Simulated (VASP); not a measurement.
# C in VASP: single point with r2SCAN

Aim: the single point of C with r2SCAN.

Everything below comes from runs of VASP 6.6.1. Logs are shortened: lines on timing, memory, paths and dates and some standing lists are left out, and cuts for length are marked.

### Step 1. The cell of the first run

The cell holds a slab with vacuum, 2 atoms: a = 2.456 Å, b = 2.456 Å, c = 20.917 Å, α = 90.00°, β = 90.00°, γ = 120.00°.

### Step 2. Single point, r2SCAN

Input file POSCAR:

```
C
1.0
    2.4557915472      0.0000000000      0.0000000000
   -1.2278957736      2.1267778663      0.0000000000
    0.0000000000      0.0000000000     20.9167635534
C
2
Direct
    1.0000000000      0.0000000000      0.6838849874
    0.3333333333      0.6666666667      0.6838494120
```

Input file INCAR.step1:

```
  PREC = Accurate
  ENCUT = 580
  ISMEAR = 0
  SIGMA = 0.04
  LREAL = False
  LASPH = True
  NELM = 120
  LDIPOL = True
  IDIPOL = 3
  DIPOL = 0.5 0.5 0.684
  NBANDS = 11
  GGA = PE
  ALGO = Normal
  EDIFF = 1E-5
  LWAVE = True
  LCHARG = False
  GGA_COMPAT = False
  NELMDL = -8
```

Input file INCAR.step2:

```
  PREC = Accurate
  ENCUT = 580
  EDIFF = 1E-6
  ISMEAR = 0
  SIGMA = 0.04
  LREAL = False
  LASPH = True
  NELM = 120
  ALGO = Normal
  ISIF = 2
  LWAVE = False
  LCHARG = False
  LDIPOL = True
  IDIPOL = 3
  DIPOL = 0.5 0.5 0.684
  METAGGA = R2SCAN
  LMIXTAU = True
  NBANDS = 11
  ISTART = 1
  GGA_COMPAT = False
```

Input file KPOINTS:

```
Automatic mesh
0
Gamma
  15 15 1
```

Potentials or basis: VASP PAW PBE potentials, release 64 (C).

Launch:

```
$ cat potpaw_PBE.64/C/POTCAR > POTCAR
$ cp INCAR.step1 INCAR
$ mpirun -np 1 vasp_std > vasp.out
$ cp INCAR.step2 INCAR
$ mpirun -np 1 vasp_std > vasp.out
```

OUTCAR:

```text
PREC = Accurate
   ENCUT = 580
   EDIFF = 1E-6
   ISMEAR = 0
   LREAL = False
   LASPH = True
   NELM = 120
   ISIF = 2
   METAGGA = R2SCAN
   ISTART = 1

 ion  position               nearest neighbor table
   1  0.000  0.000  0.684-   2 1.42   2 1.42   2 1.42
   2  0.333  0.667  0.684-   1 1.42   1 1.42   1 1.42

  LATTYP: Found a hexagonal cell.
 ALAT       =     2.4557915472
 C/A-ratio  =     8.5173204449

  Lattice vectors:

 A1 = (   2.4557915472,   0.0000000000,   0.0000000000)
 A2 = (  -1.2278957736,   2.1267778663,   0.0000000000)
 A3 = (   0.0000000000,   0.0000000000,  20.9167635534)

Analysis of symmetry for initial positions (statically):
=====================================================================
 Subroutine PRICEL returns:
 Original cell was already a primitive cell.

 Routine SETGRP: Setting up the symmetry group for a
 hexagonal supercell.

 Subroutine GETGRP returns: Found 12 space group operations
 (whereof  6 operations were pure point group operations)
 out of a pool of 24 trial point group operations.

The static configuration has the point symmetry C_3v.
 The point group associated with its full space group is D_3d.

Analysis of symmetry for dynamics (positions and initial velocities):
=====================================================================
 Subroutine PRICEL returns:
 Original cell was already a primitive cell.

 Routine SETGRP: Setting up the symmetry group for a
 hexagonal supercell.

 Subroutine GETGRP returns: Found 12 space group operations
 (whereof  6 operations were pure point group operations)
 out of a pool of 24 trial point group operations.

The dynamic configuration has the point symmetry C_3v.
 The point group associated with its full space group is D_3d.

 Subroutine INISYM returns: Found 12 space group operations
 (whereof  6 operations are pure point group operations),
 and found     1 'primitive' translations

----------------------------------------------------------------------------------------

                                     Primitive cell

  volume of cell :     109.2466

  direct lattice vectors                    reciprocal lattice vectors
     2.455791547  0.000000000  0.000000000     0.407200685  0.235097425  0.000000000
    -1.227895774  2.126777866  0.000000000     0.000000000  0.470194850  0.000000000
     0.000000000  0.000000000 20.916763553     0.000000000  0.000000000  0.047808543

  length of vectors
     2.455791547  2.455791547 20.916763553     0.470194850  0.470194850  0.047808543

[... 95 lines left out ...]
   ISMEAR =     0;   SIGMA  =   0.04  broadening in eV -4-tet -1-fermi 0-gaus
   EFERMI_NEDOS =   21; number of points for ismear=-14 and -15
   IALGO  =     38    algorithm
   IMIX   =      4    mixing-type and parameters
     AMIX     =   0.40;   BMIX     =  1.00
     AMIX_MAG =   1.60;   BMIX_MAG =  1.00
  volume/ion in A,a.u.               =      54.62       368.62
  Fermi-wavevector in a.u.,A,eV,Ry     =   0.684913  1.294298  6.382573  0.469106
  Thomas-Fermi vector in A             =   1.764703
   LORBIT       =      0    0 simple, 1 ext, 2 COOP (PROOUT), +10 PAW based schemes
   METAGGA = R2SCAN    functional components
   LHFCALC =     F    Hartree Fock is set to
   AEXX    =    0.0000 exact exchange contribution
   IVDW    =     0    specifies the selected vdW correction
   LEPSILON=     F    determine dielectric tensor
   LRPA    =     F    only Hartree local field effects (RPA)
 non-spin polarized calculation
 Gauss-broadening in eV      SIGMA  =   0.04
  energy-cutoff  :      580.00
  volume of cell :      109.25
 maximum number of plane-waves:      3513
 NGX is ok and might be reduce to    20
   NGX =  9   NGY =  9   NGZ = 83

 number of electron       8.0000000 magnetization

 dipolmoment           0.000000      0.000000     -0.000002 electrons x Angstroem

 Free energy of the ion-electron system (eV)
  ---------------------------------------------------
  ext. energy  EPLUGINS =         0.00000000
  ---------------------------------------------------
  free energy    TOTEN  =       -19.84377528 eV

  energy without entropy =      -19.84337408  energy(sigma->0) =      -19.84357468

 E-fermi :  -2.8215     XC(G=0):  -2.0681

 val. band max:       -2.8214561950   @ k =   0.3333   0.3333   0.0000
 cond. band min:      -2.8214515434   @ k =   0.3333   0.3333   0.0000
 fundamental gap:      0.0000046516
 Fermi energy:        -2.8214538692

 k-point     1 :       0.0000    0.0000    0.0000
  band No.  band energies     occupation
      1     -23.6931      2.00000
      2     -10.9705      2.00000
      3      -6.0570      2.00000
      4      -6.0570      2.00000
      5       0.8139      0.00000
      6       1.5397      0.00000
      7       1.6398      0.00000
      8       2.5745      0.00000
      9       2.9418      0.00000
     10       4.5144      0.00000
     11       5.0592      0.00000
[... 309 lines left out ...]
 k-point    24 :       0.4000    0.2000    0.0000
  band No.  band energies     occupation
      1     -17.5089      2.00000
      2     -16.3654      2.00000
      3     -12.2475      2.00000
      4      -4.4382      2.00000
      5      -1.4211      0.00000
      6       8.6273      0.00000
      7       9.1062      0.00000
      8       9.7285      0.00000
      9       9.8994      0.00000
     10      10.8019      0.00000
     11      10.9124      0.00000

 [... further k-points ...]

------------------------ aborting loop because EDIFF is reached ----------------------------------------

 vacuum level on the upper side and lower side of the slab       (xc-potential included)        -0.043        -0.038

  FORCE on cell =-STRESS in cart. coord.  units (eV):
  Direction    XX          YY          ZZ          XY          YZ          ZX
  --------------------------------------------------------------------------------------
  -------------------------------------------------------------------------------------
  Total        0.0734973      0.0734973     -0.0401614      0.0000000      0.0000000      0.0000000
  in kB        1.0778888      1.0778888     -0.5889940      0.0000000      0.0000000      0.0000000
  external PRESSURE =       0.5222612 kB  Pullay stress =       0.0000000 kB

 VOLUME and BASIS-vectors are now :
 -----------------------------------------------------------------------------
  energy-cutoff  :      580.00
  volume of cell :      109.25
      direct lattice vectors                 reciprocal lattice vectors
     2.455791547  0.000000000  0.000000000     0.407200685  0.235097425  0.000000000
    -1.227895774  2.126777866  0.000000000     0.000000000  0.470194850  0.000000000
     0.000000000  0.000000000 20.916763553     0.000000000  0.000000000  0.047808543

 POSITION                                       TOTAL-FORCE (eV/Angst)
 -----------------------------------------------------------------------------------
      0.00000      0.00000     14.30466         0.000000      0.000000     -0.012889
     -0.00000      1.41785     14.30392        -0.000000     -0.000000      0.012889
 -----------------------------------------------------------------------------------
    total drift:                                0.000001     -0.000001     -0.000033

  FREE ENERGIE OF THE ION-ELECTRON SYSTEM (eV)
  ---------------------------------------------------
  free  energy   TOTEN  =       -19.8437752835 eV

  energy  without entropy=      -19.8433740820  energy(sigma->0) =      -19.84357468

 vacuum level on the upper side and lower side of the slab         1.411         1.413
```

OUTCAR.step1:

```text
PREC = Accurate
   ENCUT = 580
   ISMEAR = 0
   LREAL = False
   LASPH = True
   NELM = 120
   GGA = PE
   EDIFF = 1E-5
   NELMDL = -8

 ion  position               nearest neighbor table
[... 562 lines left out ...]
      0.00000      0.00000     14.30466         0.000000      0.000000     -0.012395
     -0.00000      1.41785     14.30392        -0.000000      0.000000      0.012395
 -----------------------------------------------------------------------------------
    total drift:                                0.000001     -0.000001     -0.000096

  FREE ENERGIE OF THE ION-ELECTRON SYSTEM (eV)
  ---------------------------------------------------
  free  energy   TOTEN  =       -18.4479905631 eV

  energy  without entropy=      -18.4475893617  energy(sigma->0) =      -18.44778996

 vacuum level on the upper side and lower side of the slab         1.179         1.178
```

OSZICAR.step1:

```text
N       E                     dE             d eps       ncg     rms          rms(c)
DAV:   1     0.614739558834E+02    0.61474E+02   -0.33365E+03   594   0.570E+02
DAV:   2    -0.138725371385E+02   -0.75346E+02   -0.65068E+02   835   0.123E+02
DAV:   3    -0.197125422361E+02   -0.58400E+01   -0.58233E+01   874   0.438E+01
[... 12 lines left out ...]
DAV:  16    -0.184472963993E+02   -0.43379E-03   -0.20348E-05   715   0.175E-02    0.684E-03
DAV:  17    -0.184478727167E+02   -0.57632E-03   -0.81534E-05   649   0.271E-02    0.692E-03
DAV:  18    -0.184479727482E+02   -0.10003E-03   -0.76394E-06   685   0.901E-03    0.168E-03
DAV:  19    -0.184479843939E+02   -0.11646E-04   -0.52401E-07   690   0.293E-03    0.142E-03
DAV:  20    -0.184479905631E+02   -0.61692E-05   -0.12717E-07   640   0.158E-03
   1 F= -.18447991E+02 E0= -.18447790E+02  d E =-.401201E-03
```

It took 4.2 min on 1 thread of Intel Xeon 8259CL, shared host; peak memory 0.23 GiB.

What came out:

- Free energy: -19.8438 eV
- Largest force: 0.013 eV/Å
- Band gap on the k mesh: zero (filled and empty bands touch)

Forces in eV/Å, atoms in the order of the input:
```
C    0.000  0.000 -0.013
C    0.000  0.000  0.013
```

Caveat: the PAW data sets were made with another functional, which shifts forces and pressure a little.
